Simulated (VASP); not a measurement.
# C in VASP: single point with PBE+D3(BJ)

Aim: the single point of C with PBE+D3(BJ).

All numbers are computed with VASP 6.6.1; they aren't measurements. Logs are shortened: lines on timing, memory, paths and dates and some standing lists are left out, and cuts for length are marked.

### Step 1. The cell of the first run

The cell holds a slab with vacuum, 2 atoms: a = 2.456 Å, b = 2.456 Å, c = 8.524 Å, α = 90.00°, β = 90.00°, γ = 120.00°.

### Step 2. Single point, PBE+D3(BJ) (atom 1 (C) moved by (-0.300, -0.300) A along x and y)

Contents of INCAR:

```
PREC = Accurate ; ENCUT = 520
EDIFF = 1E-6 ; ISMEAR = 0
SIGMA = 0.15 ; LREAL = F
LASPH = T ; NELM = 80
ALGO = Normal ; ISIF = 2
LWAVE = F ; LCHARG = T
GGA = PE ; IVDW = 12
LELF = T ; LVHAR = T
NBANDS = 11
```

Contents of KPOINTS:

```
regular mesh
0
Gamma
  30 30 8
```

Contents of POSCAR:

```
C
1.0
    2.4561701622      0.0000000000      0.0000000000
   -1.2280850811      2.1271057565      0.0000000000
    0.0000000000      0.0000000000      8.5238033600
C
2
Direct
    0.1406736031      0.5256299556      0.0000000000
    0.6666666667      0.3333333333      0.0000000000
```

Potentials or basis: VASP PAW PBE potentials, release 64 (C).

On the command line:

```bash
$ cat potpaw_PBE.64/C/POTCAR > POTCAR
$ mpirun -np 1 vasp_std > vasp.out
```

OUTCAR:

```text
PREC = Accurate
   ENCUT = 520
   EDIFF = 1E-6
   ISMEAR = 0
   LREAL = F
   LASPH = T
   NELM = 80
   ISIF = 2
   GGA = PE
   IVDW = 12
 IVDW          = 12

 ion  position               nearest neighbor table
   1  0.141  0.526  0.000-   2 1.01   2 1.58   2 1.74
   2  0.667  0.333  0.000-   1 1.01   1 1.58   1 1.74

 -----------------------------------------------------------------------------
|                                                                             |
|           W    W    AA    RRRRR   N    N  II  N    N   GGGG   !!!           |
|           W    W   A  A   R    R  NN   N  II  NN   N  G    G  !!!           |
|           W    W  A    A  R    R  N N  N  II  N N  N  G       !!!           |
|           W WW W  AAAAAA  RRRRR   N  N N  II  N  N N  G  GGG   !            |
|           WW  WW  A    A  R   R   N   NN  II  N   NN  G    G                |
|           W    W  A    A  R    R  N    N  II  N    N   GGGG   !!!           |
|                                                                             |
|     The distance between some ions is very small. Please check the          |
|     nearest-neighbor list in the OUTCAR file.                               |
|     I HOPE YOU KNOW WHAT YOU ARE DOING!                                     |
|                                                                             |
 -----------------------------------------------------------------------------

  LATTYP: Found a hexagonal cell.
 ALAT       =     2.4561701622
 C/A-ratio  =     3.4703635323

  Lattice vectors:

 A1 = (   2.4561701622,   0.0000000000,   0.0000000000)
 A2 = (  -1.2280850811,   2.1271057565,   0.0000000000)
 A3 = (   0.0000000000,   0.0000000000,   8.5238033600)

Analysis of symmetry for initial positions (statically):
=====================================================================
 Subroutine PRICEL returns:
 Original cell was already a primitive cell.

 Routine SETGRP: Setting up the symmetry group for a
 hexagonal supercell.

 Subroutine GETGRP returns: Found  4 space group operations
 (whereof  2 operations were pure point group operations)
 out of a pool of 24 trial point group operations.

The static configuration has the point symmetry C_1h.
 The point group associated with its full space group is C_2h.

Analysis of symmetry for dynamics (positions and initial velocities):
=====================================================================
 Subroutine PRICEL returns:
 Original cell was already a primitive cell.

 Routine SETGRP: Setting up the symmetry group for a
 hexagonal supercell.

 Subroutine GETGRP returns: Found  4 space group operations
 (whereof  2 operations were pure point group operations)
 out of a pool of 24 trial point group operations.

The dynamic configuration has the point symmetry C_1h.
 The point group associated with its full space group is C_2h.

[... 115 lines left out ...]
   IALGO  =     38    algorithm
   IMIX   =      4    mixing-type and parameters
     AMIX     =   0.40;   BMIX     =  1.00
     AMIX_MAG =   1.60;   BMIX_MAG =  1.00
  volume/ion in A,a.u.               =      22.27       150.26
  Fermi-wavevector in a.u.,A,eV,Ry     =   0.923729  1.745594 11.609511  0.853275
  Thomas-Fermi vector in A             =   2.049397
   LORBIT       =      0    0 simple, 1 ext, 2 COOP (PROOUT), +10 PAW based schemes
   GGA     = PE    functional components
   LHFCALC =     F    Hartree Fock is set to
   AEXX    =    0.0000 exact exchange contribution
   IVDW    =    12    specifies the selected vdW correction
   LEPSILON=     F    determine dielectric tensor
   LRPA    =     F    only Hartree local field effects (RPA)
 non-spin polarized calculation
 Gauss-broadening in eV      SIGMA  =   0.15
  energy-cutoff  :      520.00
  volume of cell :       44.53
 maximum number of plane-waves:      1222
   NGX =  9   NGY =  9   NGZ = 31

 number of electron       7.9999997 magnetization

 Free energy of the ion-electron system (eV)
  ---------------------------------------------------
  ext. energy  EPLUGINS =         0.00000000
  ---------------------------------------------------
  free energy    TOTEN  =       -11.35935139 eV

  energy without entropy =      -11.35883594  energy(sigma->0) =      -11.35909366

 E-fermi :   0.6419     XC(G=0):  -4.8686

 val. band max:        0.5168371327   @ k =  -0.1000   0.1333   0.5000
 cond. band min:       0.7739167135   @ k =   0.5000   0.0000   0.5000
 fundamental gap:      0.2570795808
 Fermi energy:         0.6418883779

 k-point     1 :       0.0000    0.0000    0.0000
  band No.  band energies     occupation
      1     -20.0323      2.00000
      2      -8.6677      2.00000
      3      -7.8439      2.00000
      4       0.4152      1.96745
      5       2.2204      0.00000
      6       3.9001      0.00000
      7       4.3332      0.00000
      8       6.3044      0.00000
      9       9.4472      0.00000
     10      12.4028      0.00000
     11      13.1239      0.00000
[... 309 lines left out ...]
 k-point    24 :       0.0000    0.2667    0.0000
  band No.  band energies     occupation
      1     -18.5199      2.00000
      2      -9.3918      2.00000
      3      -7.1107      2.00000
      4      -4.9427      2.00000
      5       3.9825      0.00000
      6       4.6087      0.00000
      7       6.1935      0.00000
      8       8.5548      0.00000
      9       9.4499      0.00000
     10      13.6896      0.00000
     11      14.2040      0.00000

 [... further k-points ...]

------------------------ aborting loop because EDIFF is reached ----------------------------------------

 Edisp (eV)   -0.18628

 E8    (eV) :    -0.0573

  FORCE on cell =-STRESS in cart. coord.  units (eV):
  Direction    XX          YY          ZZ          XY          YZ          ZX
  --------------------------------------------------------------------------------------
  -------------------------------------------------------------------------------------
  Total      31.57336     9.40369    -0.03400    13.85622     0.00000     0.00000
  in kB    1135.92708   338.32008    -1.22333   498.51066     0.00000     0.00000
  external pressure =      491.01 kB  Pullay stress =        0.00 kB

 VOLUME and BASIS-vectors are now :
 -----------------------------------------------------------------------------
  energy-cutoff  :      520.00
  volume of cell :       44.53
      direct lattice vectors                 reciprocal lattice vectors
     2.456170162  0.000000000  0.000000000     0.407137916  0.235061185  0.000000000
    -1.228085081  2.127105756  0.000000000     0.000000000  0.470122370  0.000000000
     0.000000000  0.000000000  8.523803360     0.000000000  0.000000000  0.117318521

 POSITION                                       TOTAL-FORCE (eV/Angst)
 -----------------------------------------------------------------------------------
     -0.30000      1.11807      0.00000        42.182754     19.472963      0.000000
      1.22809      0.70904      0.00000       -42.182754    -19.472963      0.000000
 -----------------------------------------------------------------------------------
    total drift:                                0.000003     -0.000000      0.000000

  FREE ENERGIE OF THE ION-ELECTRON SYSTEM (eV)
  ---------------------------------------------------
  free  energy   TOTEN  =       -11.5456302539 eV

  energy  without entropy=      -11.5451147984  energy(sigma->0) =      -11.54537253
```

OSZICAR:

```text
N       E                     dE             d eps       ncg     rms          rms(c)
DAV:   1     0.314172252784E+02    0.31417E+02   -0.37865E+03 49952   0.583E+02
DAV:   2    -0.132885857414E+02   -0.44706E+02   -0.43020E+02 68615   0.140E+02
DAV:   3    -0.152748697417E+02   -0.19863E+01   -0.19754E+01 63530   0.296E+01
DAV:   4    -0.152921317030E+02   -0.17262E-01   -0.17259E-01 60781   0.338E+00
DAV:   5    -0.152922797750E+02   -0.14807E-03   -0.14807E-03 63881   0.280E-01    0.107E+01
DAV:   6    -0.121628551287E+02    0.31294E+01   -0.39569E+00 56327   0.126E+01    0.543E+00
DAV:   7    -0.113860640065E+02    0.77679E+00   -0.27971E+00 60135   0.106E+01    0.200E+00
DAV:   8    -0.113636550439E+02    0.22409E-01   -0.93311E-02 62760   0.199E+00    0.423E-01
DAV:   9    -0.113600044738E+02    0.36506E-02   -0.95411E-03 59273   0.658E-01    0.197E-01
DAV:  10    -0.113574693053E+02    0.25352E-02   -0.21181E-03 56389   0.278E-01    0.134E-01
DAV:  11    -0.113572536914E+02    0.21561E-03   -0.18691E-03 52652   0.211E-01    0.586E-02
DAV:  12    -0.113591379022E+02   -0.18842E-02   -0.43068E-04 53200   0.132E-01    0.339E-02
DAV:  13    -0.113591712443E+02   -0.33342E-04   -0.56280E-05 58049   0.464E-02    0.125E-02
DAV:  14    -0.113593468860E+02   -0.17564E-03   -0.17914E-05 51604   0.243E-02    0.895E-03
DAV:  15    -0.113593502620E+02   -0.33760E-05   -0.39138E-07 57660   0.478E-03    0.310E-03
DAV:  16    -0.113593513755E+02   -0.11135E-05   -0.14724E-07 52376   0.220E-03    0.116E-03
DAV:  17    -0.113593513924E+02   -0.16900E-07   -0.31793E-09 61204   0.291E-04
   1 F= -.11545630E+02 E0= -.11545373E+02  d E =-.515455E-03
```

Run time: 15 min. Hardware: 1 thread of Intel Xeon Platinum 8175M at 2.50GHz (Skylake/Cascade Lake), shared host; peak memory 0.89 GiB.

What came out:

| Item | Value |
| --- | --- |
| Free energy | -11.5456 eV |
| Largest force | 46.461 eV/Å |
| Band gap on the k mesh | 0.26 eV, indirect (least direct gap 0.29 eV) |
| Dispersion energy per atom | -0.093 eV |

Forces in eV/Å, atoms in the order of the input:
```
C    42.183  19.473   0.000
C   -42.183 -19.473   0.000
```

Levels at points of the mesh, in eV from the valence-band top:
```csv
k point,band 1,band 2,band 3,band 4,band 5,band 6,band 7,band 8,band 9
"(0.00, 0.00, 0.00)",-20.55,-9.18,-8.36,-0.10,1.70,3.38,3.82,5.79,8.93
"(0.50, 0.00, 0.00)",-17.27,-13.22,-6.05,-3.93,0.26,7.15,8.84,9.89,11.33
"(0.00, 0.50, 0.00)",-16.77,-12.41,-8.08,-5.76,3.42,4.51,9.67,9.95,11.60
"(0.50, 0.50, 0.00)",-16.91,-13.05,-5.40,-5.16,1.22,2.76,9.62,9.91,11.58
"(0.00, 0.00, 0.50)",-20.55,-9.18,-8.36,-0.10,2.33,2.51,3.41,7.39,8.93
"(0.50, 0.00, 0.50)",-17.27,-13.22,-6.05,-3.93,0.26,7.15,9.01,10.30,10.62
"(0.00, 0.50, 0.50)",-16.77,-12.41,-8.08,-5.76,3.42,4.50,10.25,10.40,10.70
"(0.50, 0.50, 0.50)",-16.91,-13.05,-5.40,-5.16,1.22,2.76,10.14,10.39,10.63
```

Caveat: the cell differs from its parent crystal (atom 1 (C) moved by (-0.300, -0.300) A along x and y).
